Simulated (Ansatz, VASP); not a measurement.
Si4Ge3: VASP beside Ansatz

Contents of INCAR:

```
ALGO     = Normal         # electronic algorithm
EDIFF    = 1E-6           # SCF threshold, eV
EDIFFG   = -0.08          # ionic threshold
ENCUT    = 600            # plane-wave cutoff, eV
GGA      = PE             # functional
IBRION   = 2              # ionic algorithm
ISIF     = 3              # what is computed and relaxed
ISMEAR   = 0              # smearing method
LASPH    = T              # aspherical terms in the spheres
LCHARG   = F              # write CHGCAR
LREAL    = F              # projectors in reciprocal space
LWAVE    = F              # write WAVECAR
NELM     = 80             # most SCF steps
NSW      = 36             # ionic steps
PREC     = Accurate       # precision mode
SIGMA    = 0.2            # smearing width, eV
```

Contents of KPOINTS:

```
k-points
0
Gamma
  3 3 3
```

POSCAR

```
Si4Ge3
1.0
    5.1815000000      2.9915404200      3.1986666700
   -5.1815000000      2.9915404200      3.1986666700
    0.0000000000     -5.9830808400      3.1986666700
Si Ge
8 6
Direct
    0.8392860000      0.9821430000      0.5535710000
    0.2678570000      0.6964290000      0.4107140000
    0.5535710000      0.8392860000      0.9821430000
    0.4107140000      0.2678570000      0.6964290000
    0.9821430000      0.5535710000      0.8392860000
    0.6964290000      0.4107140000      0.2678570000
    0.8750000000      0.8750000000      0.8750000000
    0.1250000000      0.1250000000      0.1250000000
    0.1607140000      0.0178570000      0.4464290000
    0.7321430000      0.3035710000      0.5892860000
    0.4464290000      0.1607140000      0.0178570000
    0.5892860000      0.7321430000      0.3035710000
    0.0178570000      0.4464290000      0.1607140000
    0.3035710000      0.5892860000      0.7321430000
```

Input for Ansatz:

```yaml
crystal:
  lattice:
    - [5.1815, 2.99154042, 3.19866667]
    - [-5.1815, 2.99154042, 3.19866667]
    - [0.0, -5.98308084, 3.19866667]
  atoms:
    - { symbol: Si, position: [0.839286, 0.982143, 0.553571] }
    - { symbol: Si, position: [0.267857, 0.696429, 0.410714] }
    - { symbol: Si, position: [0.553571, 0.839286, 0.982143] }
    - { symbol: Si, position: [0.410714, 0.267857, 0.696429] }
    - { symbol: Si, position: [0.982143, 0.553571, 0.839286] }
    - { symbol: Si, position: [0.696429, 0.410714, 0.267857] }
    - { symbol: Si, position: [0.875, 0.875, 0.875] }
    - { symbol: Si, position: [0.125, 0.125, 0.125] }
    - { symbol: Ge, position: [0.160714, 0.017857, 0.446429] }
    - { symbol: Ge, position: [0.732143, 0.303571, 0.589286] }
    - { symbol: Ge, position: [0.446429, 0.160714, 0.017857] }
    - { symbol: Ge, position: [0.589286, 0.732143, 0.303571] }
    - { symbol: Ge, position: [0.017857, 0.446429, 0.160714] }
    - { symbol: Ge, position: [0.303571, 0.589286, 0.732143] }
basis:
  ecutwfc: 420
kpoints:
  mp_grid: { grid: [3, 3, 3] }
hamiltonian:
  xc: pbe
scf:
  occupations: { method: gaussian, width: 0.2 }
  lower_state_search: "off"
output:
  forces: true
  stress: true
  eigenvalues: true
relax:
  adjacent_minimum: "off"
  f_tol: 0.08
  max_steps: 16
  cell: { stress_tol: 0.8 }
```

Alike in both runs: task relaxation of cell and atoms; functional PBE; k mesh 3 × 3 × 3; occupations gaussian, width 0.2 eV; no spin polarisation.

|  | VASP | Ansatz |
| --- | --- | --- |
| version | VASP 6.6.1 | Ansatz 0.2.0 |
| potentials or method | VASP PAW PBE potentials, release 64 (Si, Ge_d), cutoff 600 eV | scalar-relativistic, plane waves, PAW |
| valence electrons in the cell | 116 | 116 |

Ansatz gave:

* gap on the k mesh at the Fermi level, each at its own relaxed structure (eV): 0.73
* relaxed volume (Å³/atom): 21.70
* relaxed length of the cell vector where the two differ most in proportion (Å): 6.831

Q: What did VASP give for the same quantities?

A: gap on the k mesh at the Fermi level, each at its own relaxed structure (eV): 0.72; relaxed volume (Å³/atom): 21.67; relaxed length of the cell vector where the two differ most in proportion (Å): 6.829.
